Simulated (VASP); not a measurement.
Runs of VASP 6.6.1 on Ca. The structure is that of space group Im-3m (No. 229), or close to it. The cells are those of the table. 

| cell | k mesh | gap on the mesh (eV) | pressure (GPa) |
| --- | --- | --- | --- |
| a = 3.960, b = 3.909, c = 3.909 Å, angles 109.3, 109.5, 109.0°, 1 atom | 12 × 12 × 12 | none | -2.0 |
| a = 3.887 Å, angles 108.6, 108.6, 111.3°, 1 atom | 14 × 14 × 14 | none | (a) |
| a = 3.849, b = 3.828, c = 3.896 Å, angles 109.0, 109.1, 109.9°, 1 atom | 12 × 12 × 12 | none | -1.4 |
| a = 3.856 Å, angles 109.8, 109.8, 108.9°, 1 atom | 12 × 12 × 12 | none | (b) |
| a = 3.823, b = 3.823, c = 3.816 Å, angles 108.9, 110.2, 109.4°, 1 atom | 12 × 12 × 12 | none | -0.9 |
| a = 3.889, b = 3.891, c = 3.941 Å, angles 109.0, 109.3, 109.5°, 1 atom | 12 × 12 × 12 | none | -1.9 |

Alike in all rows: task single point; level PBEsol; potentials or basis VASP PAW PBE potentials, release 64 (Ca_sv); no spin polarisation; cutoff (eV) 520; smearing gaussian 0.1 eV.

Problem. Estimate the missing entries.

Solution. (a) -1.6; (b) -1.3.

Caveats: the PAW data sets were made with another functional, which shifts forces and pressure a little.

A gap of «none» marks levels without a gap at the run's occupations.
